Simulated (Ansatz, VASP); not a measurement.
# Two plane-wave programs on AlN

INCAR

```
SYSTEM = AlN
ALGO = Normal ; EDIFF = 1E-6
ENCUT = 520 ; GGA = PE
ISIF = 2 ; ISMEAR = 0
LASPH = .True. ; LCHARG = .False.
LREAL = .False. ; LWAVE = .False.
NBANDS = 11 ; NELM = 80
PREC = Accurate ; SIGMA = 0.05
```

Contents of KPOINTS:

```
k-points
0
Gamma
  12 12 12
  0 0 0
```

Contents of POSCAR:

```
AlN
1.0
    0.0000000000      2.1839935596      2.1839935596
    2.1839935596      0.0000000000      2.1839935596
    2.1839935596      2.1839935596      0.0000000000
Al N
1 1
Direct
    0.0000000000      0.0000000000      0.0000000000
    0.7843407606      0.7843407606      0.7156592394
```

Input for Ansatz:

```yaml
crystal:
  lattice:
    - [0.0, 2.1839935596, 2.1839935596]
    - [2.1839935596, 0.0, 2.1839935596]
    - [2.1839935596, 2.1839935596, 0.0]
  atoms:
    - { symbol: Al, position: [0.0, 0.0, 0.0] }
    - { symbol: "N", position: [0.7843407606, 0.7843407606, 0.7156592394] }
basis:
  ecutwfc: 420
  fft_grid_basis: typed
kpoints:
  mp_grid: { grid: [12, 12, 12] }
hamiltonian:
  xc: pbe
scf:
  occupations: { method: gaussian, width: 0.05 }
output:
  forces: true
  stress: true
  eigenvalues: true
  bader: true
  write_density: true
  volumetric_format: npy
```

Alike in both runs: task single point; functional PBE; k mesh 12 × 12 × 12; occupations gaussian, width 0.05 eV; no spin polarisation.

|  | VASP | Ansatz |
| --- | --- | --- |
| version | VASP 6.6.1 | Ansatz 0.2.0 |
| potentials or method | VASP PAW PBE potentials, release 64 (Al, N), cutoff 520 eV | scalar-relativistic, plane waves, PAW |
| valence electrons in the cell | 8 | 8 |

|  | VASP | Ansatz | Ansatz less VASP |
| --- | --- | --- | --- |
| gap on the k mesh at the Fermi level (eV) | 2.93 | 2.94 | +0.010 |
| pressure (GPa) | 7.4 | 7.6 | +0.23 |
| traceless stress, the component that is largest in VASP (GPa) | 11.07 | 11.00 | -0.066 |
| rms of the force components (eV/Å) | 1.244 | 1.239 | -0.0045 |

Atom by atom the forces differ by 0.004 eV/Å (rms over components).
